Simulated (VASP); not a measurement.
# In3Sb (Pm-3m) in VASP: a series of runs, part 2 of 2

VASP 6.6.1. The steps go on from the part before.

## Step 4: Relaxation of cell and atoms, LDA

This run uses another cell than the first one, of 28.34 Å³/atom, 1.407 times its volume.

File INCAR:

```
SYSTEM = In3Sb
PREC     = Accurate       ! precision mode
ENCUT    = 600            ! plane-wave cutoff, eV
EDIFF    = 1E-7           ! SCF threshold, eV
ISMEAR   = 0              ! smearing method
SIGMA    = 0.02           ! smearing width, eV
LREAL    = .FALSE.        ! projectors in reciprocal space
LASPH    = .TRUE.         ! aspherical terms in the spheres
NELM     = 60             ! most SCF steps
ALGO     = Normal         ! electronic algorithm
ISIF     = 3              ! what is computed and relaxed
LWAVE    = .FALSE.        ! write WAVECAR
LCHARG   = .FALSE.        ! write CHGCAR
IBRION   = 2              ! ionic algorithm
NSW      = 80             ! ionic steps
EDIFFG   = -0.03          ! ionic threshold
```

File KPOINTS:

```
regular mesh
0
G
  4 4 4
  0 0 0
```

File POSCAR:

```
In3Sb
1.0
    4.8400000000      0.0000000000      0.0000000000
    0.0000000000      4.8400000000      0.0000000000
    0.0000000000      0.0000000000      4.8400000000
Sb In
1 3
Direct
    0.0000000000      0.0000000000      0.0000000000
    0.0000000000      0.5000000000      0.5000000000
    0.5000000000      0.0000000000      0.5000000000
    0.5000000000      0.5000000000      0.0000000000
```

Potentials or basis: VASP PAW LDA potentials, release 64 (Sb, In_d).

Command:

```
$ cat potpaw_LDA.64/Sb/POTCAR potpaw_LDA.64/In_d/POTCAR > POTCAR
$ mpirun -np 1 vasp_std > vasp.out
```

OUTCAR:

```text
SYSTEM = In3Sb
   PREC = Accurate
   ENCUT = 600
   EDIFF = 1E-7
   ISMEAR = 0
   LREAL = .FALSE.
   LASPH = .TRUE.
   NELM = 60
   ISIF = 3
   IBRION = 2
   NSW = 80
   EDIFFG = -0.03

 ion  position               nearest neighbor table
   1  0.000  0.000  0.000-   2 3.42   3 3.42   4 3.42   2 3.42   3 3.42   2 3.42   4 3.42   2 3.42
                             3 3.42   4 3.42   3 3.42   4 3.42
   2  0.000  0.500  0.500-   1 3.42   3 3.42   4 3.42   1 3.42   4 3.42   1 3.42   3 3.42   1 3.42
                             3 3.42   4 3.42   4 3.42   3 3.42
   3  0.500  0.000  0.500-   1 3.42   2 3.42   4 3.42   1 3.42   4 3.42   2 3.42   4 3.42   4 3.42
                             1 3.42   2 3.42   1 3.42   2 3.42
   4  0.500  0.500  0.000-   1 3.42   2 3.42   3 3.42   2 3.42   3 3.42   1 3.42   3 3.42   3 3.42
                             1 3.42   2 3.42   2 3.42   1 3.42

  LATTYP: Found a simple cubic cell.
 ALAT       =     4.8400000000

  Lattice vectors:

 A1 = (   4.8400000000,   0.0000000000,   0.0000000000)
 A2 = (   0.0000000000,   4.8400000000,   0.0000000000)
 A3 = (   0.0000000000,   0.0000000000,   4.8400000000)

Analysis of symmetry for initial positions (statically):
=====================================================================
 Subroutine PRICEL returns:
 Original cell was already a primitive cell.

 Routine SETGRP: Setting up the symmetry group for a
 simple cubic supercell.

 Subroutine GETGRP returns: Found 48 space group operations
 (whereof 48 operations were pure point group operations)
 out of a pool of 48 trial point group operations.

The static configuration has the point symmetry O_h .

Analysis of symmetry for dynamics (positions and initial velocities):
=====================================================================
 Subroutine PRICEL returns:
 Original cell was already a primitive cell.

 Routine SETGRP: Setting up the symmetry group for a
 simple cubic supercell.

 Subroutine GETGRP returns: Found 48 space group operations
 (whereof 48 operations were pure point group operations)
 out of a pool of 48 trial point group operations.

The dynamic configuration has the point symmetry O_h .

 Subroutine INISYM returns: Found 48 space group operations
 (whereof 48 operations are pure point group operations),
 and found     1 'primitive' translations

----------------------------------------------------------------------------------------

                                     Primitive cell

  volume of cell :     113.3799

  direct lattice vectors                    reciprocal lattice vectors
     4.840000000  0.000000000  0.000000000     0.206611570  0.000000000  0.000000000
     0.000000000  4.840000000  0.000000000     0.000000000  0.206611570  0.000000000
     0.000000000  0.000000000  4.840000000     0.000000000  0.000000000  0.206611570

  length of vectors
     4.840000000  4.840000000  4.840000000     0.206611570  0.206611570  0.206611570

  position of ions in fractional coordinates (direct lattice)
     0.000000000  0.000000000  0.000000000
     0.000000000  0.500000000  0.500000000
     0.500000000  0.000000000  0.500000000
     0.500000000  0.500000000  0.000000000

  ion indices of the primitive-cell ions
   primitive index   ion index
                 1           1
                 2           2
                 3           3
                 4           4

----------------------------------------------------------------------------------------

 KPOINTS: regular mesh

Automatic generation of k-mesh.
 Grid dimensions read from file:
 generate k-points for:    4    4    4

 Generating k-lattice:

  Cartesian coordinates                     Fractional coordinates (reciprocal lattice)
     0.051652893  0.000000000  0.000000000     0.250000000  0.000000000  0.000000000
     0.000000000  0.051652893  0.000000000     0.000000000  0.250000000  0.000000000
     0.000000000  0.000000000  0.051652893     0.000000000  0.000000000  0.250000000

  Length of vectors
     0.051652893  0.051652893  0.051652893

  Shift w.r.t. Gamma in fractional coordinates (k-lattice)
     0.000000000  0.000000000  0.000000000

 Subroutine IBZKPT returns following result:
 ===========================================

 Found     10 irreducible k-points:

 Following reciprocal coordinates:
            Coordinates               Weight
  0.000000  0.000000  0.000000      1.000000
  0.250000  0.000000  0.000000      6.000000
  0.500000  0.000000  0.000000      3.000000
  0.250000  0.250000  0.000000     12.000000
  0.500000  0.250000  0.000000     12.000000
  0.500000  0.500000  0.000000      3.000000
  0.250000  0.250000  0.250000      8.000000
  0.500000  0.250000  0.250000     12.000000
  0.500000  0.500000  0.250000      6.000000
  0.500000  0.500000  0.500000      1.000000
   k-points           NKPTS =     10   k-points in BZ     NKDIM =     10   number of bands    NBANDS=     26
   number of dos      NEDOS =    301   number of ions     NIONS =      4
   total plane-waves  NPLWV =  64000
   dimension x,y,z NGX =    40 NGY =   40 NGZ =   40
   dimension x,y,z NGXF=    80 NGYF=   80 NGZF=   80
   ions per type =               1   3
   NGX,Y,Z   is equivalent  to a cutoff of  13.74, 13.74, 13.74 a.u.
   NGXF,Y,Z  is equivalent  to a cutoff of  27.48, 27.48, 27.48 a.u.
 SYSTEM =  In3Sb
   PREC   = accura    normal or accurate (medium, high low for compatibility)
   ISTART =      0    job   : 0-new  1-cont  2-samecut
   ICHARG =      2    charge: 1-file 2-atom 10-const
   ISPIN  =      1    spin polarized calculation?
   LNONCOLLINEAR =      F non collinear calculations
   LSORBIT =      F    spin-orbit coupling
   LASPH  =      T    aspherical Exc in radial PAW
   ENCUT  =  600.0 eV  44.10 Ry    6.64 a.u.   9.67  9.67  9.67*2*pi/ulx,y,z
   NELM   =     60;   NELMIN=  2; NELMDL= -5     # of ELM steps
   EDIFF  = 0.1E-06   stopping-criterion for ELM
   LREAL  =      F    real-space projection
   EDIFFG = -.3E-01   stopping-criterion for IOM
   NSW    =     80    number of steps for IOM
   IBRION =      2    ionic relax: 0-MD 1-quasi-New 2-CG
   NFREE  =      1    steps in history (QN), initial steepest desc. (CG)
   ISIF   =      3    stress and relaxation
   ISYM   =      2    0-nonsym 1-usesym 2-fastsym
   POTIM  = 0.5000    time-step for ionic-motion
   TEBEG  =    0.0;   TEEND  =   0.0 temperature during run
   PSTRESS=    0.0 pullay stress
   NELECT =      44.0000    total number of electrons
   NUPDOWN=      -1.0000    fix difference up-down
   EMIN   =  10.00;   EMAX   =-10.00  energy-range for DOS
   EFERMI =   0.00;   METHOD = LEGACY
   ISMEAR =     0;   SIGMA  =   0.02  broadening in eV -4-tet -1-fermi 0-gaus
   EFERMI_NEDOS =   21; number of points for ismear=-14 and -15
   IALGO  =     38    algorithm
   IMIX   =      4    mixing-type and parameters
     AMIX     =   0.40;   BMIX     =  1.00
     AMIX_MAG =   1.60;   BMIX_MAG =  1.00
  volume/ion in A,a.u.               =      28.34       191.28
  Fermi-wavevector in a.u.,A,eV,Ry     =   1.194117  2.256555 19.400770  1.425916
  Thomas-Fermi vector in A             =   2.330115
   LORBIT       =      0    0 simple, 1 ext, 2 COOP (PROOUT), +10 PAW based schemes
   GGA     = CA    functional components
   LHFCALC =     F    Hartree Fock is set to
   AEXX    =    0.0000 exact exchange contribution
   IVDW    =     0    specifies the selected vdW correction
   LEPSILON=     F    determine dielectric tensor
   LRPA    =     F    only Hartree local field effects (RPA)
 conjugate gradient relaxation of ions
 non-spin polarized calculation
 Gauss-broadening in eV      SIGMA  =   0.02
  energy-cutoff  :      600.00
  volume of cell :      113.38
 maximum number of plane-waves:      3840
 NGX is ok and might be reduce to    40
   NGX = 19   NGY = 19   NGZ = 19

--------------------------------------- Ionic step        1  -------------------------------------------

 number of electron      43.9999979 magnetization

 Free energy of the ion-electron system (eV)
  ---------------------------------------------------
  ext. energy  EPLUGINS =         0.00000000
  ---------------------------------------------------
  free energy    TOTEN  =       -14.11327149 eV

  energy without entropy =      -14.11233416  energy(sigma->0) =      -14.11280282

------------------------ aborting loop because EDIFF is reached ----------------------------------------

  FORCE on cell =-STRESS in cart. coord.  units (eV):
  Direction    XX          YY          ZZ          XY          YZ          ZX
  --------------------------------------------------------------------------------------
  -------------------------------------------------------------------------------------
  Total       -2.8913801     -2.8913801     -2.8913801      0.0000000      0.0000000      0.0000000
  in kB      -40.8582430    -40.8582430    -40.8582430      0.0000000      0.0000000      0.0000000
  external PRESSURE =     -40.8582430 kB  Pullay stress =       0.0000000 kB
[... 61 lines left out ...]
  energy  without entropy=      -14.3300904275  energy(sigma->0) =      -14.33106763

--------------------------------------- Ionic step        3  -------------------------------------------

 number of electron      43.9999993 magnetization

 Free energy of the ion-electron system (eV)
  ---------------------------------------------------
  ext. energy  EPLUGINS =         0.00000000
  ---------------------------------------------------
  free energy    TOTEN  =       -14.34313616 eV

  energy without entropy =      -14.34097027  energy(sigma->0) =      -14.34205321

 E-fermi :   8.3395     XC(G=0): -10.7693

 val. band max:        8.3313831264   @ k =   0.5000   0.2500   0.0000
 cond. band min:       8.6042359441   @ k =   0.2500   0.2500   0.0000
 fundamental gap:      0.2728528177
 Fermi energy:         8.3394652025

 k-point     1 :       0.0000    0.0000    0.0000
  band No.  band energies     occupation
      1      -6.5882      2.00000
      2      -6.5695      2.00000
      3      -6.5695      2.00000
      4      -6.5695      2.00000
      5      -6.4035      2.00000
      6      -6.4035      2.00000
[... 310 lines left out ...]
  FREE ENERGIE OF THE ION-ELECTRON SYSTEM (eV)
  ---------------------------------------------------
  free  energy   TOTEN  =       -14.3431361564 eV

  energy  without entropy=      -14.3409702700  energy(sigma->0) =      -14.34205321

 reached required accuracy - stopping structural energy minimisation
```

Wall time 32 s (1 thread of Intel Xeon Platinum 8481C at 2.70GHz (Sapphire Rapids), shared host); peak memory 0.22 GiB.

What came out:

- Free energy: -14.3431 eV
- Relaxed volume: 24.82 Å³/atom
- Relaxed cell: a = 4.631 Å, b = 4.631 Å, c = 4.631 Å, α = 90.00°, β = 90.00°, γ = 90.00°
- Space group after relaxing (to 0.05 Å): Pm-3m (No. 221)
- Energy gained by relaxing: 57.5 meV/atom
- Ionic steps: 3
- Pressure after relaxing: 0.1 GPa
- Band gap on the k mesh: zero (band 22 reaches 8.67 eV, above the bottom of band 23 at 4.58 eV)

Step by step:
```
step  energy change (eV)  largest force (eV/Å)  pressure (GPa)  volume (Å³)
   1              0.0000                0.0000           -4.09       113.38
   2             -0.2188                0.0000           -1.36       101.93
   3             -0.2299                0.0000            0.06        99.30
```

Final structure:
```yaml
crystal:
  lattice:
    - [4.63067, 0.00000, 0.00000]
    - [0.00000, 4.63067, 0.00000]
    - [0.00000, 0.00000, 4.63067]
  atoms:
    - { symbol: Sb, position: [0.00000, 0.00000, 0.00000] }
    - { symbol: In, position: [0.00000, 0.50000, 0.50000] }
    - { symbol: In, position: [0.50000, 0.00000, 0.50000] }
    - { symbol: In, position: [0.50000, 0.50000, 0.00000] }
```

Levels at points of the mesh, in eV from the Fermi level:
```csv
k point,band 18,band 19,band 20,band 21,band 22,band 23,band 24,band 25,band 26
"(0.00, 0.00, 0.00)",-3.48,-3.48,-3.48,-2.41,-2.41,2.26,2.26,2.26,3.85
"(0.50, 0.00, 0.00)",-4.00,-1.98,-1.98,-1.71,-0.55,-0.55,-0.01,0.78,4.72
"(0.50, 0.50, 0.00)",-6.64,-6.35,-0.86,-0.29,0.33,0.33,1.35,1.35,1.44
"(0.50, 0.50, 0.50)",-4.75,-4.75,-4.74,-4.74,-4.74,-3.76,5.71,5.71,5.71
```

Caveat: spin-orbit coupling is left out, which moves the levels of the heavy elements.

## Step 5: Relaxation of cell and atoms, LDA, target pressure 20 GPa, at which the enthalpy is minimised

This run uses another cell than the first one, of 28.34 Å³/atom, 1.407 times its volume.

File INCAR:

```
ALGO = Normal ; EDIFF = 1E-6
EDIFFG = -0.03 ; ENCUT = 600
IBRION = 2 ; ISIF = 3
ISMEAR = 0 ; LASPH = True
LCHARG = False ; LREAL = False
LWAVE = False ; NELM = 100
NSW = 80 ; PREC = Accurate
PSTRESS = 200.0 ; SIGMA = 0.02
```

File KPOINTS:

```
k-points
0
Gamma
  4 4 4
```

POSCAR is that of step 4.

Command:

```
$ cat potpaw_LDA.64/Sb/POTCAR potpaw_LDA.64/In_d/POTCAR > POTCAR
$ mpirun -np 1 vasp_std > vasp.out
```

Run time: 53 s. Hardware: 1 thread of Intel Xeon Platinum 8481C at 2.70GHz (Sapphire Rapids), shared host; peak memory 0.21 GiB.

The run converged. Its results:

| Quantity | Value |
| --- | --- |
| Free energy | -13.3991 eV |
| Relaxed volume | 20.20 Å³/atom |
| Relaxed cell | a = 4.323 Å, b = 4.323 Å, c = 4.323 Å, α = 90.00°, β = 90.00°, γ = 90.00° |
| Space group after relaxing (to 0.05 Å) | Pm-3m (No. 221) |
| Energy change on relaxing (the enthalpy is what falls) | +178.5 meV/atom |
| Ionic steps | 5 |
| Pressure after relaxing | 20.0 GPa |
| Band gap on the k mesh | zero (band 22 reaches 12.08 eV, above the bottom of band 23 at 6.41 eV) |

The path:
```csv
step,energy change (eV),largest force (eV/Å),pressure (GPa),volume (Å³)
1,0.0000,0.0000,-4.10,113.38
2,9.6612,0.0000,129.20,56.82
3,0.4857,0.0000,16.58,82.80
4,0.6258,0.0000,18.71,81.53
5,0.7141,0.0000,20.02,80.80
```

Final structure:
```
CELL_PARAMETERS angstrom
4.32319 0.00000 0.00000
0.00000 4.32319 0.00000
0.00000 0.00000 4.32319
ATOMIC_POSITIONS crystal
Sb 0.00000 0.00000 0.00000
In 0.00000 0.50000 0.50000
In 0.50000 0.00000 0.50000
In 0.50000 0.50000 0.00000
```

Levels at points of the mesh, in eV from the Fermi level:
```
           k point  band 18  band 19  band 20  band 21  band 22  band 23  band 24  band 25  band 26
(0.00, 0.00, 0.00)    -4.30    -4.30    -4.30    -2.03    -2.03     2.67     2.67     2.67     4.30
(0.50, 0.00, 0.00)    -3.54    -2.31    -2.31    -0.96    -0.82    -0.82     0.06     0.59     5.67
(0.50, 0.50, 0.00)    -7.59    -7.24    -0.82    -0.10     0.96     0.96     1.42     1.42     1.99
(0.50, 0.50, 0.50)    -5.86    -5.86    -4.85    -4.85    -4.85    -4.71     7.18     7.18     7.18
```

Caveat: the cell is relaxed towards a set pressure, so the enthalpy falls and the energy may rise; the volume moved by over 15 % at a fixed basis, so the end points are rough; spin-orbit coupling is left out, which moves the levels of the heavy elements.

## Step 6: Relaxation of cell and atoms, LDA, target pressure 40 GPa, at which the enthalpy is minimised

This run uses another cell than the first one, of 28.34 Å³/atom, 1.407 times its volume.

File INCAR:

```
PREC = Accurate ; ENCUT = 600
EDIFF = 1E-6 ; ISMEAR = 0
SIGMA = 0.02 ; LREAL = False
LASPH = True ; NELM = 100
ALGO = Normal ; ISIF = 3
LWAVE = False ; LCHARG = False
GGA = CA ; IBRION = 2
NSW = 80 ; EDIFFG = -0.03
PSTRESS = 400.0
```

File KPOINTS:

```
regular mesh
0
Gamma
  4 4 4
```

POSCAR is that of step 5.

Potentials or basis: VASP PAW LDA potentials, release 64 (Sb, In_d).

Command:

```
$ cat potpaw_LDA.64/Sb/POTCAR potpaw_LDA.64/In_d/POTCAR > POTCAR
$ mpirun -np 1 vasp_std > vasp.out
```

Wall time 1.9 min (1 thread of Intel Xeon Platinum 8481C at 2.70GHz (Sapphire Rapids), shared host); peak memory 0.23 GiB.

It converged, with:

| Item | Value |
| --- | --- |
| Free energy | -11.8859 eV |
| Relaxed volume | 18.12 Å³/atom |
| Relaxed cell | a = 4.169 Å, b = 4.169 Å, c = 4.169 Å, α = 90.00°, β = 90.00°, γ = 90.00° |
| Space group after relaxing (to 0.05 Å) | Pm-3m (No. 221) |
| Energy change on relaxing (the enthalpy is what falls) | +556.8 meV/atom |
| Ionic steps | 10 |
| Pressure after relaxing | 40.0 GPa |
| Band gap on the k mesh | zero (band 22 reaches 14.22 eV, above the bottom of band 23 at 7.94 eV) |

Step by step:
```
step  energy change (eV)  largest force (eV/Å)  pressure (GPa)  volume (Å³)
   1              0.0000                0.0000           -4.10       113.38
   2            112.9832                0.0000         1716.50        27.50
   3             -0.2234                0.0000           -1.04       101.31
   4             -0.1387                0.0000            4.73        92.70
   5              3.9777                0.0000           60.85        66.86
   6              1.8667                0.0000           35.39        74.00
   7              2.2044                0.0000           39.71        72.56
   8              2.3817                0.0000           41.91        71.86
   9              1.9055                0.0000           35.88        73.82
  10              2.2273                0.0000           40.00        72.46
```

Final structure:
```
CELL_PARAMETERS angstrom
4.16906 0.00000 0.00000
0.00000 4.16906 0.00000
0.00000 0.00000 4.16906
ATOMIC_POSITIONS crystal
Sb 0.00000 0.00000 0.00000
In 0.00000 0.50000 0.50000
In 0.50000 0.00000 0.50000
In 0.50000 0.50000 0.00000
```

Levels at points of the mesh, in eV from the Fermi level:
```tsv
k point	band 19	band 20	band 21	band 22	band 23	band 24	band 25	band 26
(0.00, 0.00, 0.00)	-5.04	-4.91	-2.08	-2.08	2.65	2.65	2.65	4.27
(0.50, 0.00, 0.00)	-2.71	-2.71	-1.23	-1.23	-0.81	-0.11	0.23	5.97
(0.50, 0.50, 0.00)	-8.06	-0.98	-0.21	1.09	1.09	1.21	1.21	2.05
(0.50, 0.50, 0.50)	-6.78	-5.54	-5.15	-5.15	-5.15	7.80	7.80	7.80
```

Caveat: the cell is relaxed towards a set pressure, so the enthalpy falls and the energy may rise; the volume moved by over 15 % at a fixed basis, so the end points are rough; spin-orbit coupling is left out, which moves the levels of the heavy elements.

## Step 7: Summary

| task | cell | cutoff (eV) | gap on the mesh (eV) | pressure (GPa) |
| --- | --- | --- | --- | --- |
| single point | a = 4.319 Å, 4 atoms | 520 | none | 20.4 |
| single point | a = 4.628 Å, 4 atoms | 520 | none | 0.1 |
| relaxation of cell and atoms | relaxed from a = 4.840 Å, 4 atoms | 600 | none | 0.1 |
| relaxation of cell and atoms | relaxed to 20 GPa from a = 4.840 Å, 4 atoms | 600 | none | 20.0 |
| relaxation of cell and atoms | relaxed to 40 GPa from a = 4.840 Å, 4 atoms | 600 | none | 40.0 |

Alike in all rows: level LDA; potentials or basis VASP PAW LDA potentials, release 64 (Sb, In_d); no spin polarisation; k mesh 4 × 4 × 4; smearing gaussian 0.02 eV.

Caveats: some runs use coarse meshes; spin-orbit coupling is left out, which moves the levels of the heavy elements; the cell is relaxed towards a set pressure, so the enthalpy falls and the energy may rise (some runs); the volume moved by over 15 % at a fixed basis, so the end points are rough (some runs).

Total energies depend on the potentials used, so only differences within one code and one set of settings carry meaning.
